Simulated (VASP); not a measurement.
# ZrB (R-3m) in VASP: single point with PBE

Aim: the single point of ZrB with PBE.

All numbers are computed with VASP 6.6.1; they aren't measurements. Logs are shortened: lines on timing, memory, paths and dates and some standing lists are left out, and cuts for length are marked.

### 1 The cell of the first run

It takes space group R-3m (No. 166, trigonal). Conventional cell: a = 3.205 Å, b = 3.205 Å, c = 8.478 Å, α = 90.00°, β = 90.00°, γ = 120.00°. Zr (site symmetry -3m) has 6 B at 2.33 Å within 3.1 Å. B (site symmetry -3m) has 6 Zr at 2.33 Å within 3.1 Å.

### 2 Single point, PBE

Contents of INCAR:

```
ALGO = Normal
EDIFF = 1E-7
ENCUT = 520
GGA = PE
ISIF = 2
ISMEAR = 0
LASPH = True
LCHARG = True
LELF = True
LREAL = False
LVHAR = True
LWAVE = False
NBANDS = 14
NELM = 60
PREC = Accurate
SIGMA = 0.15
```

Contents of KPOINTS:

```
k-points
0
Gamma
  20 20 20
```

Contents of POSCAR:

```
ZrB
1.0
    0.1208593998      2.3869731470      2.3869731470
    2.3869731470      0.1208593998      2.3869731470
    2.3869731470      2.3869731470      0.1208593998
Zr B
1 1
Direct
    0.0000000000      0.0000000000      0.0000000000
    0.5000000000      0.5000000000      0.5000000000
```

Potentials or basis: VASP PAW PBE potentials, release 64 (Zr_sv, B).

Launch:

```console
$ cat potpaw_PBE.64/Zr_sv/POTCAR potpaw_PBE.64/B/POTCAR > POTCAR
$ mpirun -np 1 vasp_std > vasp.out
```

OUTCAR:

```text
EDIFF = 1E-7
   ENCUT = 520
   GGA = PE
   ISIF = 2
   ISMEAR = 0
   LASPH = True
   LREAL = False
   NELM = 60
   PREC = Accurate

 ion  position               nearest neighbor table
   1  0.000  0.000  0.000-   2 2.33   2 2.33   2 2.33   2 2.33   2 2.33   2 2.33
   2  0.500  0.500  0.500-   1 2.33   1 2.33   1 2.33   1 2.33   1 2.33   1 2.33

  LATTYP: Found a trigonal (rhomboedric) cell.
 ALAT       =     3.3778526616
 COS(alpha) =     0.5499279885

  Lattice vectors:

 A1 = (   0.1208593998,   2.3869731470,   2.3869731470)
 A2 = (   2.3869731470,   0.1208593998,   2.3869731470)
 A3 = (   2.3869731470,   2.3869731470,   0.1208593998)

Analysis of symmetry for initial positions (statically):
=====================================================================
 Subroutine PRICEL returns:
 Original cell was already a primitive cell.

 Routine SETGRP: Setting up the symmetry group for a
 trigonal (rhombohedral) supercell.

 Subroutine GETGRP returns: Found 12 space group operations
 (whereof 12 operations were pure point group operations)
 out of a pool of 12 trial point group operations.

The static configuration has the point symmetry D_3d.

Analysis of symmetry for dynamics (positions and initial velocities):
=====================================================================
 Subroutine PRICEL returns:
 Original cell was already a primitive cell.

 Routine SETGRP: Setting up the symmetry group for a
 trigonal (rhombohedral) supercell.

 Subroutine GETGRP returns: Found 12 space group operations
 (whereof 12 operations were pure point group operations)
 out of a pool of 12 trial point group operations.

The dynamic configuration has the point symmetry D_3d.

 Subroutine INISYM returns: Found 12 space group operations
 (whereof 12 operations are pure point group operations),
 and found     1 'primitive' translations

----------------------------------------------------------------------------------------

                                     Primitive cell

  volume of cell :      25.1362

  direct lattice vectors                    reciprocal lattice vectors
     0.120859400  2.386973147  2.386973147    -0.226090010  0.215194106  0.215194106
     2.386973147  0.120859400  2.386973147     0.215194106 -0.226090010  0.215194106
     2.386973147  2.386973147  0.120859400     0.215194106  0.215194106 -0.226090010

  length of vectors
     3.377852662  3.377852662  3.377852662     0.379122274  0.379122274  0.379122274

  position of ions in fractional coordinates (direct lattice)
     0.000000000  0.000000000  0.000000000
     0.500000000  0.500000000  0.500000000

  ion indices of the primitive-cell ions
   primitive index   ion index
                 1           1
                 2           2

----------------------------------------------------------------------------------------

 KPOINTS: k-points

Automatic generation of k-mesh.
 Grid dimensions read from file:
 generate k-points for:   20   20   20

 Generating k-lattice:

  Cartesian coordinates                     Fractional coordinates (reciprocal lattice)
    -0.011304500  0.010759705  0.010759705     0.050000000 -0.000000000 -0.000000000
     0.010759705 -0.011304500  0.010759705    -0.000000000  0.050000000 -0.000000000
     0.010759705  0.010759705 -0.011304500    -0.000000000 -0.000000000  0.050000000

  Length of vectors
     0.018956114  0.018956114  0.018956114

  Shift w.r.t. Gamma in fractional coordinates (k-lattice)
     0.000000000  0.000000000  0.000000000

 Subroutine IBZKPT returns following result:
 ===========================================

 Found    781 irreducible k-points:

 Following reciprocal coordinates:
            Coordinates               Weight
  0.000000  0.000000  0.000000      1.000000
  0.050000  0.000000 -0.000000      6.000000
  0.100000  0.000000 -0.000000      6.000000
  0.150000 -0.000000  0.000000      6.000000
  0.200000  0.000000 -0.000000      6.000000
  0.250000  0.000000 -0.000000      6.000000
[... 16 lines left out ...]
 -0.400000  0.050000 -0.000000     12.000000
 -0.350000  0.050000 -0.000000     12.000000
 [... further k-points ...]
   k-points           NKPTS =    781   k-points in BZ     NKDIM =    781   number of bands    NBANDS=     14
   number of dos      NEDOS =    301   number of ions     NIONS =      2
   total plane-waves  NPLWV =  21952
   dimension x,y,z NGX =    28 NGY =   28 NGZ =   28
   dimension x,y,z NGXF=    56 NGYF=   56 NGZF=   56
   ions per type =               1   1
   NGX,Y,Z   is equivalent  to a cutoff of  13.78, 13.78, 13.78 a.u.
   NGXF,Y,Z  is equivalent  to a cutoff of  27.56, 27.56, 27.56 a.u.
 SYSTEM =  unknown system
   PREC   = accura    normal or accurate (medium, high low for compatibility)
   ISTART =      0    job   : 0-new  1-cont  2-samecut
   ICHARG =      2    charge: 1-file 2-atom 10-const
   ISPIN  =      1    spin polarized calculation?
   LNONCOLLINEAR =      F non collinear calculations
   LSORBIT =      F    spin-orbit coupling
   LASPH  =      T    aspherical Exc in radial PAW
   ENCUT  =  520.0 eV  38.22 Ry    6.18 a.u.   6.28  6.28  6.28*2*pi/ulx,y,z
   NELM   =     60;   NELMIN=  2; NELMDL= -5     # of ELM steps
   EDIFF  = 0.1E-06   stopping-criterion for ELM
   LREAL  =      F    real-space projection
   EDIFFG = 0.1E-05   stopping-criterion for IOM
   NSW    =      0    number of steps for IOM
   IBRION =     -1    ionic relax: 0-MD 1-quasi-New 2-CG
   NFREE  =      0    steps in history (QN), initial steepest desc. (CG)
   ISIF   =      2    stress and relaxation
   ISYM   =      2    0-nonsym 1-usesym 2-fastsym
   POTIM  = 0.5000    time-step for ionic-motion
   TEBEG  =    0.0;   TEEND  =   0.0 temperature during run
   PSTRESS=    0.0 pullay stress
   NELECT =      15.0000    total number of electrons
   NUPDOWN=      -1.0000    fix difference up-down
   EMIN   =  10.00;   EMAX   =-10.00  energy-range for DOS
   EFERMI =   0.00;   METHOD = LEGACY
   ISMEAR =     0;   SIGMA  =   0.15  broadening in eV -4-tet -1-fermi 0-gaus
   EFERMI_NEDOS =   21; number of points for ismear=-14 and -15
   IALGO  =     38    algorithm
   IMIX   =      4    mixing-type and parameters
     AMIX     =   0.40;   BMIX     =  1.00
     AMIX_MAG =   1.60;   BMIX_MAG =  1.00
  volume/ion in A,a.u.               =      12.57        84.81
  Fermi-wavevector in a.u.,A,eV,Ry     =   1.378285  2.604581 25.846565  1.899669
  Thomas-Fermi vector in A             =   2.503360
   LORBIT       =      0    0 simple, 1 ext, 2 COOP (PROOUT), +10 PAW based schemes
   GGA     = PE    functional components
   LHFCALC =     F    Hartree Fock is set to
   AEXX    =    0.0000 exact exchange contribution
   IVDW    =     0    specifies the selected vdW correction
   LEPSILON=     F    determine dielectric tensor
   LRPA    =     F    only Hartree local field effects (RPA)
 non-spin polarized calculation
 Gauss-broadening in eV      SIGMA  =   0.15
  energy-cutoff  :      520.00
  volume of cell :       25.14
 maximum number of plane-waves:       689
 NGX is ok and might be reduce to    28
   NGX = 13   NGY = 13   NGZ = 13

 number of electron      15.0000000 magnetization

 Free energy of the ion-electron system (eV)
  ---------------------------------------------------
  ext. energy  EPLUGINS =         0.00000000
  ---------------------------------------------------
  free energy    TOTEN  =       -15.54803163 eV

  energy without entropy =      -15.53597925  energy(sigma->0) =      -15.54200544

 E-fermi :   9.0822     XC(G=0): -12.2230

 val. band max:        9.0818858035   @ k =   0.2500   0.2500   0.0500
 cond. band min:       9.0824334609   @ k =   0.2500   0.2500   0.0000
 fundamental gap:      0.0005476574
 Fermi energy:         9.0821827238

 k-point     1 :       0.0000    0.0000    0.0000
  band No.  band energies     occupation
      1     -37.7645      2.00000
      2     -15.5979      2.00000
      3     -15.4452      2.00000
      4     -15.4452      2.00000
      5       0.6832      2.00000
      6      10.2500      0.00000
      7      11.2476      0.00000
      8      11.2476      0.00000
      9      12.4214      0.00000
     10      12.8129      0.00000
     11      12.8129      0.00000
     12      13.0887      0.00000
     13      13.0887      0.00000
     14      20.2486      0.00000

 k-point     2 :       0.0500    0.0000   -0.0000
  band No.  band energies     occupation
      1     -37.7612      2.00000
      2     -15.6010      2.00000
      3     -15.4710      2.00000
      4     -15.4488      2.00000
      5       0.7540      2.00000
      6      10.2402      0.00000
      7      10.9902      0.00000
      8      11.2773      0.00000
      9      11.8100      0.00000
     10      12.0796      0.00000
     11      13.0619      0.00000
     12      13.7276      0.00000
     13      13.9315      0.00000
     14      20.4400      0.00000

 k-point     3 :       0.1000    0.0000   -0.0000
  band No.  band energies     occupation
      1     -37.7517      2.00000
      2     -15.6158      2.00000
      3     -15.5388      2.00000
      4     -15.4593      2.00000
      5       0.9616      2.00000
      6      10.0821      0.00000
      7      10.4024      0.00000
      8      11.0419      0.00000
      9      11.3332      0.00000
     10      11.6931      0.00000
     11      13.2844      0.00000
     12      14.7850      0.00000
     13      14.9671      0.00000
     14      20.9833      0.00000

 k-point     4 :       0.1500   -0.0000    0.0000
  band No.  band energies     occupation
      1     -37.7368      2.00000
      2     -15.6923      2.00000
      3     -15.5889      2.00000
      4     -15.4756      2.00000
      5       1.2922      2.00000
      6       9.5911      0.00000
      7       9.7184      0.00000
      8      10.3772      0.00000
      9      11.3456      0.00000
     10      11.9424      0.00000
     11      13.4798      0.00000
     12      15.9285      0.00000
     13      16.0580      0.00000
     14      21.7839      0.00000

 k-point     5 :       0.2000    0.0000   -0.0000
  band No.  band energies     occupation
      1     -37.7179      2.00000
      2     -15.8330      2.00000
      3     -15.6043      2.00000
      4     -15.4960      2.00000
      5       1.7251      2.00000
      6       8.9677      1.71953
      7       9.0274      1.39428
      8       9.7412      0.00000
      9      11.6600      0.00000
     10      12.3678      0.00000
     11      13.6625      0.00000
[... 276 lines left out ...]
 k-point    22 :      -0.4500    0.0500   -0.0000
  band No.  band energies     occupation
      1     -37.6283      2.00000
      2     -16.4645      2.00000
      3     -15.6484      2.00000
      4     -15.6051      2.00000
      5       4.7163      2.00000
      6       5.6012      2.00000
      7       7.1675      2.00000
      8       7.9774      2.00000
      9      13.9619      0.00000
     10      15.1816      0.00000
     11      16.5475      0.00000
     12      17.7798      0.00000
     13      21.5742      0.00000
     14      22.3796      0.00000

 k-point    23 :      -0.4000    0.0500   -0.0000
  band No.  band energies     occupation
      1     -37.6356      2.00000
      2     -16.4149      2.00000
      3     -15.6436      2.00000
      4     -15.5975      2.00000
      5       4.1925      2.00000
      6       6.1128      2.00000
      7       7.2788      2.00000
      8       8.1048      2.00000
      9      13.6171      0.00000
     10      14.8129      0.00000
     11      15.9282      0.00000
     12      18.7523      0.00000
     13      20.9774      0.00000
     14      22.3236      0.00000

 k-point    24 :      -0.3500    0.0500   -0.0000
  band No.  band energies     occupation
      1     -37.6487      2.00000
      2     -16.3244      2.00000
      3     -15.6367      2.00000
      4     -15.5834      2.00000
      5       3.6191      2.00000
      6       6.6855      2.00000
      7       7.4967      2.00000
      8       8.3279      2.00000
      9      13.1575      0.00000
     10      14.2778      0.00000
     11      15.2883      0.00000
     12      19.8182      0.00000
     13      20.2092      0.00000
     14      21.5439      0.00000

 [... further k-points ...]
[... 5 lines left out ...]
  --------------------------------------------------------------------------------------
  -------------------------------------------------------------------------------------
  Total        5.4625527      5.4625527      5.4625527     -0.5427930     -0.5427930     -0.5427930
  in kB      348.1828307    348.1828307    348.1828307    -34.5976002    -34.5976002    -34.5976002
  external PRESSURE =     348.1828307 kB  Pullay stress =       0.0000000 kB

 VOLUME and BASIS-vectors are now :
 -----------------------------------------------------------------------------
  energy-cutoff  :      520.00
  volume of cell :       25.14
      direct lattice vectors                 reciprocal lattice vectors
     0.120859400  2.386973147  2.386973147    -0.226090010  0.215194106  0.215194106
     2.386973147  0.120859400  2.386973147     0.215194106 -0.226090010  0.215194106
     2.386973147  2.386973147  0.120859400     0.215194106  0.215194106 -0.226090010

 POSITION                                       TOTAL-FORCE (eV/Angst)
 -----------------------------------------------------------------------------------
      0.00000      0.00000      0.00000        -0.000000     -0.000000      0.000000
      2.44740      2.44740      2.44740         0.000000      0.000000     -0.000000
 -----------------------------------------------------------------------------------
    total drift:                               -0.000000      0.000000      0.000000

  FREE ENERGIE OF THE ION-ELECTRON SYSTEM (eV)
  ---------------------------------------------------
  free  energy   TOTEN  =       -15.5480316304 eV

  energy  without entropy=      -15.5359792472  energy(sigma->0) =      -15.54200544
```

Wall time 4.3 min (1 thread of Intel Xeon Platinum 8375C at 2.90GHz (Ice Lake), shared host); peak memory 0.4 GiB.

What came out:

```yaml
Free_energy: -15.5480 eV
Pressure: 34.8 GPa
```

Stress tensor (GPa, compression positive):
```
34.82 -3.46 -3.46
-3.46 34.82 -3.46
-3.46 -3.46 34.82
```
